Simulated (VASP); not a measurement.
Runs of VASP 6.6.1 on Se. The structure is that of space group Cmcm (No. 63), or close to it. The cells are those of the table. 

| cell | gap on the mesh (eV) | pressure (GPa) | largest force (eV/Å) |
| --- | --- | --- | --- |
| a = 4.125, b = 4.125, c = 4.454 Å, angles 90.0, 90.0, 141.9°, 2 atoms | none | 7.1 | (b) |
| a = 4.308, b = 4.308, c = 4.652 Å, angles 90.0, 90.0, 141.9°, 2 atoms | none | -2.0 | 0.18 |
| a = 4.343, b = 4.343, c = 4.689 Å, angles 90.0, 90.0, 141.9°, 2 atoms | none | -3.1 | 0.26 |
| a = 4.237, b = 4.237, c = 4.575 Å, angles 90.0, 90.0, 141.9°, 2 atoms | none | 1.0 | - |
| a = 4.411, b = 4.411, c = 4.762 Å, angles 90.0, 90.0, 141.9°, 2 atoms | none | -5.1 | (a) |

Alike in all rows: task single point; level PBEsol; potentials or basis VASP PAW PBE potentials, release 64 (Se); no spin polarisation; k mesh 8 × 8 × 4; cutoff (eV) 520; smearing fermi-dirac 0.05 eV.

Estimate the missing entries.

(a) 0.41; (b) 0.34.

Caveats: the PAW data sets were made with another functional, which shifts forces and pressure a little.

A k mesh can miss the band edges, and the runs leave out spin-orbit coupling on Se.

A gap of «none» marks levels without a gap at the run's occupations.
